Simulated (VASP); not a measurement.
## BaTiO3: single point with r2SCAN

BaTiO3:

```
Ba Ti O
1.0
     2.76699    1.59752    2.25979
    -2.76699    1.59752    2.25979
     0.00000   -3.19505    2.25979
Ba Ti O
1 1 3
Direct
  0.00272 0.00272 0.00272
  0.49986 0.49986 0.49986
  0.50522 0.50522 0.00618
  0.00618 0.50522 0.50522
  0.50522 0.00618 0.50522
```

```yaml
Program: VASP 6.6.1
Task: single point
Functional: r2SCAN
Potentials_or_basis: VASP PAW PBE potentials, release 64 (Ba_sv, Ti_sv, O)
Cutoff: 520 eV
k_mesh: 6 × 6 × 6
Occupations: gaussian, width 0.05 eV
Spin: no spin polarisation
```

```
Pressure               : 15.3 GPa
Largest force          : 0.035 eV/Å
Band gap on the k mesh : 2.32 eV (least direct gap 2.42 eV)
```

Forces on the atoms (eV/Å):
```
Ba   0.000  0.000  0.014
Ti   0.000  0.000  0.035
O    0.000  0.019 -0.016
O   -0.017 -0.010 -0.016
O    0.017 -0.010 -0.016
```

Levels at points of the mesh, in eV from the valence-band top:
```tsv
k point	band 18	band 19	band 20	band 21	band 22	band 23
(0.00, 0.00, 0.00)	-0.11	-0.10	-0.10	2.32	2.32	2.33
(0.50, 0.00, 0.00)	-1.88	-0.75	-0.75	2.51	4.24	4.25
(0.50, 0.50, 0.00)	-0.84	-0.84	-0.10	4.26	4.26	4.72
(0.50, 0.50, 0.50)	0.00	0.00	0.00	5.02	5.02	5.02
```

Run time: 6.5 min on 1 thread of AMD EPYC 7R43 64-Core Processor (Zen 3), with other jobs on the host, peak memory 0.17 GiB.

Caveat: the cell stands under pressure; the PAW data sets were made with another functional, which shifts forces and pressure a little; spin-orbit coupling is left out, which moves the levels of the heavy elements. r2SCAN opens gaps a little over a GGA but as a rule still falls short of measured ones.
